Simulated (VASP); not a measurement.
Input of a VASP 6.6.1 run:

Contents of INCAR:

```
SYSTEM = SiPbO2
PREC = Accurate
ENCUT = 520
EDIFF = 1E-6
ISMEAR = 0
SIGMA = 0.1
LREAL = .FALSE.
LASPH = .TRUE.
NELM = 100
ALGO = Normal
ISIF = 2
LWAVE = .FALSE.
LCHARG = .FALSE.
GGA = PE
NBANDS = 40
```

File KPOINTS:

```
Automatic mesh
0
G
  6 6 2
  0 0 0
```

Contents of POSCAR:

```
SiPbO2
1.0
    2.6123874500      0.0000000000      0.0000000000
   -1.3061937200      2.2623938900      0.0000000000
    0.0000000000      0.0000000000     10.0598458500
Si Pb O
2 2 4
Direct
    0.6666666700      0.3333333300      0.0880720300
    0.3333333300      0.6666666700      0.5880720300
    0.6666666700      0.3333333300      0.3380720300
    0.3333333300      0.6666666700      0.8380720300
    0.3333333300      0.6666666700      0.1761440500
    0.0000000000      0.0000000000      0.0000000000
    0.6666666700      0.3333333300      0.6761440500
    0.0000000000      0.0000000000      0.5000000000
```

Potentials or basis: VASP PAW PBE potentials, release 64 (Si, Pb_d, O).

The run is started by

```sh
$ cat potpaw_PBE.64/Si/POTCAR potpaw_PBE.64/Pb_d/POTCAR potpaw_PBE.64/O/POTCAR > POTCAR
$ mpirun -np 1 vasp_std > vasp.out
```

Question: Estimate the pressure.

Answer: 266.6 GPa.

Question: Estimate the band gap on the k mesh.

Answer: Zero (band 30 reaches 22.93 eV, above the bottom of band 31 at 20.34 eV).

Question: Estimate the largest force.

Answer: 6.866 eV/Å.

Forces in eV/Å, atoms in the order of the input:
```
Si   0.000  0.000 -0.708
Si   0.000  0.000 -0.708
Pb   0.000  0.000  1.183
Pb   0.000  0.000  1.183
O    0.000  0.000 -6.866
O    0.000  0.000  6.391
O    0.000  0.000 -6.866
O    0.000  0.000  6.391
```

Caveat: the k points lie up to 0.46 Å⁻¹ apart; spin-orbit coupling is left out, which moves the levels of the heavy elements; forces of over 1 eV/Å act on the atoms, so gaps and moduli don't describe the material at rest.
